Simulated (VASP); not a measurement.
# Sr4TmSi (R-3m) in VASP: further runs, part 2 of 3

VASP 6.6.1. Earlier steps stand in the parts before.

**3. Single point, PBE**

This run uses another cell than the first one, of 41.90 Å³/atom.

Contents of INCAR:

```
PREC = Accurate
ENCUT = 500
EDIFF = 1E-6
ISMEAR = 0
SIGMA = 0.1
LREAL = False
LASPH = True
NELM = 200
ALGO = Normal
ISIF = 2
LWAVE = False
LCHARG = False
GGA = PE
NBANDS = 36
GGA_COMPAT = False
LMAXMIX = 6
```

Contents of KPOINTS:

```
regular mesh
0
Gamma
  6 6 6
```

Contents of POSCAR:

```
Sr4TmSi
1.0
    2.9337046276      1.6937751564      8.4321067715
   -2.9337046276      1.6937751564      8.4321067715
    0.0000000000     -3.3875503129      8.4321067715
Sr Tm Si
4 1 1
Direct
    0.7050216417      0.7050216417      0.7050216417
    0.2949783583      0.2949783583      0.2949783583
    0.8787130534      0.8787130534      0.8787130534
    0.1212869466      0.1212869466      0.1212869466
    0.5000000000      0.5000000000      0.5000000000
    0.0000000000      0.0000000000      0.0000000000
```

Potentials or basis: VASP PAW PBE potentials, release 64 (Sr_sv, Tm_3, Si), 4f in core.

Command:

```
cat potpaw_PBE.64/Sr_sv/POTCAR potpaw_PBE.64/Tm_3/POTCAR potpaw_PBE.64/Si/POTCAR > POTCAR
mpirun -np 1 vasp_std > vasp.out
```

OUTCAR:

```text
PREC = Accurate
   ENCUT = 500
   EDIFF = 1E-6
   ISMEAR = 0
   LREAL = False
   LASPH = True
   NELM = 200
   ISIF = 2
   GGA = PE

 ion  position               nearest neighbor table
   1  0.705  0.705  0.705-   6 3.52   6 3.52   6 3.52   2 3.90   2 3.90   2 3.90   4 3.98   4 3.98
                             4 3.98   3 4.39
   2  0.295  0.295  0.295-   6 3.52   6 3.52   6 3.52   1 3.90   1 3.90   1 3.90   3 3.98   3 3.98
                             3 3.98   4 4.39
   3  0.879  0.879  0.879-   6 3.07   5 3.58   5 3.58   5 3.58   2 3.98   2 3.98   2 3.98   4 4.09
                             4 4.09   4 4.09   1 4.39
   4  0.121  0.121  0.121-   6 3.07   5 3.58   5 3.58   5 3.58   1 3.98   1 3.98   1 3.98   3 4.09
                             3 4.09   3 4.09   2 4.39
   5  0.500  0.500  0.500-   4 3.58   3 3.58   4 3.58   4 3.58   3 3.58   3 3.58
   6  0.000  0.000  0.000-   3 3.07   4 3.07   1 3.52   2 3.52   1 3.52   1 3.52   2 3.52   2 3.52

  LATTYP: Found a trigonal (rhomboedric) cell.
 ALAT       =     9.0871294548
 COS(alpha) =     0.7915464300

  Lattice vectors:

 A1 = (   2.9337046276,   1.6937751564,   8.4321067715)
 A2 = (  -2.9337046276,   1.6937751564,   8.4321067715)
 A3 = (   0.0000000000,  -3.3875503129,   8.4321067715)

Analysis of symmetry for initial positions (statically):
[... 191 lines left out ...]
      1     -34.2310      2.00000
      2     -34.2085      2.00000
      3     -33.5389      2.00000
      4     -33.5255      2.00000
      5     -24.7385      2.00000
      6     -24.6566      2.00000
[... 925 lines left out ...]
     35       4.2942      0.00000
     36       4.5497      0.00000

 [... further k-points ...]

------------------------ aborting loop because EDIFF is reached ----------------------------------------

  FORCE on cell =-STRESS in cart. coord.  units (eV):
  Direction    XX          YY          ZZ          XY          YZ          ZX
  --------------------------------------------------------------------------------------
  -------------------------------------------------------------------------------------
  Total       -0.1627106     -0.1627106      0.5602366      0.0000000     -0.0000000      0.0000000
  in kB       -1.0369720     -1.0369720      3.5704469      0.0000000     -0.0000000      0.0000000
  external PRESSURE =       0.4988343 kB  Pullay stress =       0.0000000 kB

 VOLUME and BASIS-vectors are now :
 -----------------------------------------------------------------------------
  energy-cutoff  :      500.00
  volume of cell :      251.40
      direct lattice vectors                 reciprocal lattice vectors
     2.933704628  1.693775156  8.432106772     0.170432972  0.098399523  0.039531441
    -2.933704628  1.693775156  8.432106772    -0.170432972  0.098399523  0.039531441
     0.000000000 -3.387550313  8.432106772     0.000000000 -0.196799045  0.039531441

 POSITION                                       TOTAL-FORCE (eV/Angst)
 -----------------------------------------------------------------------------------
      0.00000     -0.00000     17.83445         0.000000      0.000000     -0.013956
      0.00000     -0.00000      7.46187         0.000000     -0.000000      0.013956
      0.00000     -0.00000     22.22821         0.000000     -0.000000      0.132504
      0.00000     -0.00000      3.06811         0.000000      0.000000     -0.132504
      0.00000     -0.00000     12.64816         0.000000      0.000000      0.000000
      0.00000      0.00000      0.00000         0.000000      0.000000      0.000000
 -----------------------------------------------------------------------------------
    total drift:                                0.000000     -0.000000      0.000000

  FREE ENERGIE OF THE ION-ELECTRON SYSTEM (eV)
  ---------------------------------------------------
  free  energy   TOTEN  =       -15.4207682096 eV

  energy  without entropy=      -15.3706231771  energy(sigma->0) =      -15.39569569
```

OSZICAR:

```text
N       E                     dE             d eps       ncg     rms          rms(c)
DAV:   1     0.412053078924E+03    0.41205E+03   -0.22066E+04  2304   0.122E+03
DAV:   2     0.277963745413E+02   -0.38426E+03   -0.37460E+03  2620   0.359E+02
DAV:   3    -0.129163238348E+02   -0.40713E+02   -0.39685E+02  3696   0.889E+01
DAV:   4    -0.165031849241E+02   -0.35869E+01   -0.35400E+01  3720   0.236E+01
DAV:   5    -0.167962741515E+02   -0.29309E+00   -0.29249E+00  3604   0.646E+00    0.326E+01
DAV:   6    -0.154066040332E+02    0.13897E+01   -0.43174E+00  3112   0.576E+00    0.184E+01
DAV:   7    -0.154277443566E+02   -0.21140E-01   -0.11187E+00  3320   0.363E+00    0.473E+00
DAV:   8    -0.154207620888E+02    0.69823E-02   -0.12045E-01  3520   0.114E+00    0.120E+00
DAV:   9    -0.154204974241E+02    0.26466E-03   -0.13869E-02  3480   0.433E-01    0.330E-01
DAV:  10    -0.154207863694E+02   -0.28895E-03   -0.29639E-03  3632   0.167E-01    0.159E-01
DAV:  11    -0.154208496226E+02   -0.63253E-04   -0.17791E-03  3560   0.100E-01    0.101E-01
DAV:  12    -0.154207638702E+02    0.85752E-04   -0.36038E-04  3504   0.473E-02    0.171E-02
DAV:  13    -0.154207703701E+02   -0.64999E-05   -0.55635E-05  2860   0.189E-02    0.127E-02
DAV:  14    -0.154207681807E+02    0.21894E-05   -0.10933E-05  2604   0.981E-03    0.488E-03
DAV:  15    -0.154207682096E+02   -0.28920E-07   -0.11376E-06  1640   0.567E-03
   1 F= -.15420768E+02 E0= -.15395696E+02  d E =-.501450E-01
```

Wall time 7.5 min (1 thread of Intel Xeon 6975P-C (Granite Rapids), shared host); peak memory 0.81 GiB.

What came out:

* Free energy: -15.4208 eV
* Pressure: 0.0 GPa
* Largest force: 0.133 eV/Å
* Band gap on the k mesh: zero (an odd number of electrons rules out a gap without spin polarisation)

Forces in eV/Å, atoms in the order of the input:
```
Sr   0.000  0.000 -0.014
Sr   0.000  0.000  0.014
Sr   0.000  0.000  0.133
Sr   0.000  0.000 -0.133
Tm   0.000  0.000  0.000
Si   0.000  0.000  0.000
```

Caveat: spin-orbit coupling is left out, which moves the levels of the heavy elements; the 4f electrons are frozen in the core, so they carry no moment and show no levels.

**4. Single point, PBE**

This run uses another cell than the first one, of 41.87 Å³/atom.

Contents of INCAR:

```
ALGO = Normal ; EDIFF = 1E-6
ENCUT = 500 ; GGA = PE
GGA_COMPAT = F ; ISIF = 2
ISMEAR = 0 ; LASPH = T
LCHARG = F ; LMAXMIX = 6
LREAL = F ; LWAVE = F
NBANDS = 36 ; NELM = 200
PREC = Accurate ; SIGMA = 0.1
```

Contents of KPOINTS:

```
k-points
0
Gamma
  6 6 6
```

Contents of POSCAR:

```
Sr4TmSi
1.0
    2.8887699352      1.6678320997      8.6902862466
   -2.8887699352      1.6678320997      8.6902862466
    0.0000000000     -3.3356641995      8.6902862466
Sr Tm Si
4 1 1
Direct
    0.7050923268      0.7050923268      0.7050923268
    0.2949076732      0.2949076732      0.2949076732
    0.8818616430      0.8818616430      0.8818616430
    0.1181383570      0.1181383570      0.1181383570
    0.5000000000      0.5000000000      0.5000000000
    0.0000000000      0.0000000000      0.0000000000
```

Potentials or basis: VASP PAW PBE potentials, release 64 (Sr_sv, Tm_3, Si), 4f in core.

Command:

```
cat potpaw_PBE.64/Sr_sv/POTCAR potpaw_PBE.64/Tm_3/POTCAR potpaw_PBE.64/Si/POTCAR > POTCAR
mpirun -np 1 vasp_std > vasp.out
```

OUTCAR:

```text
EDIFF = 1E-6
   ENCUT = 500
   GGA = PE
   ISIF = 2
   ISMEAR = 0
   LASPH = T
   LREAL = F
   NELM = 200
   PREC = Accurate

 ion  position               nearest neighbor table
   1  0.705  0.705  0.705-   6 3.48   6 3.48   6 3.48   2 3.89   2 3.89   2 3.89   4 3.93   4 3.93
                             4 3.93   3 4.61
   2  0.295  0.295  0.295-   6 3.48   6 3.48   6 3.48   1 3.89   1 3.89   1 3.89   3 3.93   3 3.93
                             3 3.93   4 4.61
   3  0.882  0.882  0.882-   6 3.08   5 3.57   5 3.57   5 3.57   2 3.93   2 3.93   2 3.93   4 4.19
                             4 4.19   4 4.19   1 4.61
   4  0.118  0.118  0.118-   6 3.08   5 3.57   5 3.57   5 3.57   1 3.93   1 3.93   1 3.93   3 4.19
                             3 4.19   3 4.19   2 4.61
   5  0.500  0.500  0.500-   4 3.57   4 3.57   3 3.57   3 3.57   4 3.57   3 3.57
   6  0.000  0.000  0.000-   3 3.08   4 3.08   1 3.48   1 3.48   2 3.48   2 3.48   1 3.48   2 3.48

  LATTYP: Found a trigonal (rhomboedric) cell.
 ALAT       =     9.3084762824
 COS(alpha) =     0.8073811819

  Lattice vectors:

 A1 = (   2.8887699352,   1.6678320997,   8.6902862466)
 A2 = (  -2.8887699352,   1.6678320997,   8.6902862466)
 A3 = (   0.0000000000,  -3.3356641995,   8.6902862466)

Analysis of symmetry for initial positions (statically):
=====================================================================
 Subroutine PRICEL returns:
 Original cell was already a primitive cell.

 Routine SETGRP: Setting up the symmetry group for a
 trigonal (rhombohedral) supercell.

 Subroutine GETGRP returns: Found 12 space group operations
 (whereof 12 operations were pure point group operations)
 out of a pool of 12 trial point group operations.

The static configuration has the point symmetry D_3d.

Analysis of symmetry for dynamics (positions and initial velocities):
=====================================================================
 Subroutine PRICEL returns:
 Original cell was already a primitive cell.

 Routine SETGRP: Setting up the symmetry group for a
 trigonal (rhombohedral) supercell.

 Subroutine GETGRP returns: Found 12 space group operations
 (whereof 12 operations were pure point group operations)
 out of a pool of 12 trial point group operations.

The dynamic configuration has the point symmetry D_3d.

 Subroutine INISYM returns: Found 12 space group operations
 (whereof 12 operations are pure point group operations),
 and found     1 'primitive' translations

----------------------------------------------------------------------------------------

                                     Primitive cell

  volume of cell :     251.2179

  direct lattice vectors                    reciprocal lattice vectors
     2.888769935  1.667832100  8.690286247     0.173084050  0.099930123  0.038357003
    -2.888769935  1.667832100  8.690286247    -0.173084050  0.099930123  0.038357003
     0.000000000 -3.335664200  8.690286247     0.000000000 -0.199860246  0.038357003

  length of vectors
     9.308476282  9.308476282  9.308476282     0.203507684  0.203507684  0.203507684

  position of ions in fractional coordinates (direct lattice)
     0.705092327  0.705092327  0.705092327
     0.294907673  0.294907673  0.294907673
     0.881861643  0.881861643  0.881861643
     0.118138357  0.118138357  0.118138357
     0.500000000  0.500000000  0.500000000
     0.000000000  0.000000000  0.000000000

[... 41 lines left out ...]
  0.166667  0.166667  0.000000      6.000000
  0.333333  0.166667  0.000000     12.000000
[... 16 lines left out ...]
  0.500000  0.500000  0.166667      6.000000
 -0.333333  0.500000  0.166667     12.000000
 [... further k-points ...]
   k-points           NKPTS =     32   k-points in BZ     NKDIM =     32   number of bands    NBANDS=     36
   number of dos      NEDOS =    301   number of ions     NIONS =      6
   total plane-waves  NPLWV = 343000
   dimension x,y,z NGX =    70 NGY =   70 NGZ =   70
   dimension x,y,z NGXF=   140 NGYF=  140 NGZF=  140
   ions per type =               4   1   1
   NGX,Y,Z   is equivalent  to a cutoff of  12.50, 12.50, 12.50 a.u.
   NGXF,Y,Z  is equivalent  to a cutoff of  25.00, 25.00, 25.00 a.u.
 SYSTEM =  unknown system
   PREC   = accura    normal or accurate (medium, high low for compatibility)
   ISTART =      0    job   : 0-new  1-cont  2-samecut
   ICHARG =      2    charge: 1-file 2-atom 10-const
   ISPIN  =      1    spin polarized calculation?
   LNONCOLLINEAR =      F non collinear calculations
   LSORBIT =      F    spin-orbit coupling
   LASPH  =      T    aspherical Exc in radial PAW
   ENCUT  =  500.0 eV  36.75 Ry    6.06 a.u.  16.97 16.97 16.97*2*pi/ulx,y,z
   NELM   =    200;   NELMIN=  2; NELMDL= -5     # of ELM steps
   EDIFF  = 0.1E-05   stopping-criterion for ELM
   LREAL  =      F    real-space projection
   EDIFFG = 0.1E-04   stopping-criterion for IOM
   NSW    =      0    number of steps for IOM
   IBRION =     -1    ionic relax: 0-MD 1-quasi-New 2-CG
   NFREE  =      0    steps in history (QN), initial steepest desc. (CG)
   ISIF   =      2    stress and relaxation
   ISYM   =      2    0-nonsym 1-usesym 2-fastsym
   POTIM  = 0.5000    time-step for ionic-motion
   TEBEG  =    0.0;   TEEND  =   0.0 temperature during run
   PSTRESS=    0.0 pullay stress
   NELECT =      53.0000    total number of electrons
   NUPDOWN=      -1.0000    fix difference up-down
   EMIN   =  10.00;   EMAX   =-10.00  energy-range for DOS
   EFERMI =   0.00;   METHOD = LEGACY
   ISMEAR =     0;   SIGMA  =   0.10  broadening in eV -4-tet -1-fermi 0-gaus
   EFERMI_NEDOS =   21; number of points for ismear=-14 and -15
   IALGO  =     38    algorithm
   IMIX   =      4    mixing-type and parameters
     AMIX     =   0.40;   BMIX     =  1.00
     AMIX_MAG =   1.60;   BMIX_MAG =  1.00
  volume/ion in A,a.u.               =      41.87       282.55
  Fermi-wavevector in a.u.,A,eV,Ry     =   0.974578  1.841685 12.922843  0.949802
  Thomas-Fermi vector in A             =   2.105049
   LORBIT       =      0    0 simple, 1 ext, 2 COOP (PROOUT), +10 PAW based schemes
   GGA     = PE    functional components
   LHFCALC =     F    Hartree Fock is set to
   AEXX    =    0.0000 exact exchange contribution
   IVDW    =     0    specifies the selected vdW correction
   LEPSILON=     F    determine dielectric tensor
   LRPA    =     F    only Hartree local field effects (RPA)
 non-spin polarized calculation
 Gauss-broadening in eV      SIGMA  =   0.10
  energy-cutoff  :      500.00
  volume of cell :      251.22
 maximum number of plane-waves:      6421
 NGX is ok and might be reduce to    70
   NGX = 33   NGY = 33   NGZ = 33

 number of electron      53.0000001 magnetization

 Free energy of the ion-electron system (eV)
  ---------------------------------------------------
  ext. energy  EPLUGINS =         0.00000000
  ---------------------------------------------------
  free energy    TOTEN  =       -15.44179740 eV

  energy without entropy =      -15.39358081  energy(sigma->0) =      -15.41768910

 E-fermi :   2.0742     XC(G=0):  -8.0521

 val. band max:        2.0642647129   @ k =  -0.3333   0.3333   0.1667
 cond. band min:       2.0746132994   @ k =   0.3333   0.3333   0.3333
 fundamental gap:      0.0103485865
 Fermi energy:         2.0742467454

 k-point     1 :       0.0000    0.0000    0.0000
  band No.  band energies     occupation
      1     -34.1995      2.00000
      2     -34.1760      2.00000
      3     -33.5972      2.00000
      4     -33.5874      2.00000
      5     -24.7625      2.00000
      6     -24.6923      2.00000
[... 925 lines left out ...]
     35       4.3315      0.00000
     36       4.5618      0.00000

 [... further k-points ...]

------------------------ aborting loop because EDIFF is reached ----------------------------------------

  FORCE on cell =-STRESS in cart. coord.  units (eV):
  Direction    XX          YY          ZZ          XY          YZ          ZX
  --------------------------------------------------------------------------------------
  -------------------------------------------------------------------------------------
  Total        0.0760752      0.0760752      0.0816409      0.0000000     -0.0000000     -0.0000000
  in kB        0.4851802      0.4851802      0.5206763      0.0000000     -0.0000000     -0.0000000
  external PRESSURE =       0.4970122 kB  Pullay stress =       0.0000000 kB

 VOLUME and BASIS-vectors are now :
 -----------------------------------------------------------------------------
  energy-cutoff  :      500.00
  volume of cell :      251.22
      direct lattice vectors                 reciprocal lattice vectors
     2.888769935  1.667832100  8.690286247     0.173084050  0.099930123  0.038357003
    -2.888769935  1.667832100  8.690286247    -0.173084050  0.099930123  0.038357003
     0.000000000 -3.335664200  8.690286247     0.000000000 -0.199860246  0.038357003

 POSITION                                       TOTAL-FORCE (eV/Angst)
 -----------------------------------------------------------------------------------
      0.00000     -0.00000     18.38236        -0.000000     -0.000000      0.002677
      0.00000     -0.00000      7.68850        -0.000000      0.000000     -0.002677
      0.00000     -0.00000     22.99089        -0.000000     -0.000000      0.001151
      0.00000     -0.00000      3.07997        -0.000000      0.000000     -0.001151
      0.00000     -0.00000     13.03543         0.000000     -0.000000      0.000000
      0.00000      0.00000      0.00000        -0.000000     -0.000000      0.000000
 -----------------------------------------------------------------------------------
    total drift:                               -0.000000      0.000000     -0.000000

  FREE ENERGIE OF THE ION-ELECTRON SYSTEM (eV)
  ---------------------------------------------------
  free  energy   TOTEN  =       -15.4417973964 eV

  energy  without entropy=      -15.3935808111  energy(sigma->0) =      -15.41768910
```

Wall time 7.1 min (1 thread of Intel Xeon 6975P-C (Granite Rapids), shared host); peak memory 0.82 GiB.

What came out:

```yaml
Free_energy: -15.4418 eV
Pressure: 0.0 GPa
Band_gap_on_the_k_mesh: zero (an odd number of electrons rules out a gap without spin polarisation)
```

Forces in eV/Å, atoms in the order of the input:
```
Sr   0.000  0.000  0.003
Sr   0.000  0.000 -0.003
Sr   0.000  0.000  0.001
Sr   0.000  0.000 -0.001
Tm   0.000  0.000  0.000
Si   0.000  0.000  0.000
```

Levels at points of the mesh, in eV from the Fermi level:
```csv
k point,band 25,band 26,band 27,band 28,band 29,band 30
"(0.00, 0.00, 0.00)",-0.23,-0.09,-0.09,0.10,0.66,0.66
"(0.50, 0.00, 0.00)",-0.84,-0.53,-0.18,0.30,0.69,0.81
"(0.50, 0.50, 0.00)",-0.83,-0.23,-0.18,0.32,0.52,0.73
"(0.50, 0.50, 0.50)",-0.99,0.03,0.03,0.66,0.71,0.71
```

Caveat: spin-orbit coupling is left out, which moves the levels of the heavy elements; the 4f electrons are frozen in the core, so they carry no moment and show no levels. Spin polarisation is off, so any magnetic state and its effect on volume and gap are missing.

(Continued in part 3 of 3.)
